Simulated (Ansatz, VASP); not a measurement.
**Two plane-wave programs on MnSb**

INCAR

```
SYSTEM = MnSb
  PREC = Accurate
  ENCUT = 680
  EDIFF = 1E-6
  ISMEAR = -1
  SIGMA = 0.05
  LREAL = .FALSE.
  LASPH = .TRUE.
  NELM = 200
  ALGO = Normal
  ISIF = 2
  LWAVE = .FALSE.
  LCHARG = .TRUE.
  ISPIN = 2
  MAGMOM = 0 3
  LORBIT = 11
  NUPDOWN = 3.0
  LMAXMIX = 4
  GGA = PE
  LELF = .TRUE.
  LVHAR = .TRUE.
  NBANDS = 26
  GGA_COMPAT = .FALSE.
```

KPOINTS

```
Automatic mesh
0
G
  7 7 7
  0 0 0
```

The input POSCAR:

```
MnSb
1.0
    0.0000000000      2.7950160000      2.7950160000
    2.7950160000      0.0000000000      2.7950160000
    2.7950160000      2.7950160000      0.0000000000
Sb Mn
1 1
Direct
    0.5000000000      0.5000000000      0.5000000000
    0.0000000000      0.0000000000      0.0000000000
```

File input.yaml:

```yaml
crystal:
  lattice:
    - [0.0, 2.795016, 2.795016]
    - [2.795016, 0.0, 2.795016]
    - [2.795016, 2.795016, 0.0]
  atoms:
    - { symbol: Sb, position: [0.5, 0.5, 0.5] }
    - { symbol: Mn, position: [0.0, 0.0, 0.0], spin: 3.0 }
hamiltonian:
  xc: pbe
  pseudopotentials: { kind: paw }
magnetization:
  spin_polarized: true
  initial_magnetization: 3.0
  spin_locking: { lock_magnetization: hard }
kpoints:
  mp_grid: { grid: [7, 7, 7] }
scf:
  occupations: { method: fermi_dirac, width: 0.05 }
  lower_state_search: "off"
output:
  forces: true
  stress: true
  eigenvalues: true
```

Alike in both runs: task single point; functional PBE; k mesh 7 × 7 × 7; occupations fermi-dirac, width 0.05 eV; collinear spin; fixed moment 3 μB.

|  | VASP | Ansatz |
| --- | --- | --- |
| version | VASP 6.6.1 | Ansatz 0.2.0 |
| potentials or method | VASP PAW PBE potentials, release 64 (Sb_d_GW, Mn_sv) | Ansatz PAW |
| plane-wave cutoff (eV) | 680 | 420 |
| valence electrons in the cell | 30 | 30 |

```csv
,VASP,Ansatz,Ansatz less VASP
pressure (GPa),-5.1,-4.9,+0.20
net moment per atom (μB),1.50,1.50,0.000
size of the moment on the site where the two differ most (μB),3.08,3.26,+0.181
```

Site moments also hang on the region over which each program counts them. The functional is the same, so the differences come from potentials, cutoffs and numerics.

Neither program's run includes spin-orbit coupling.
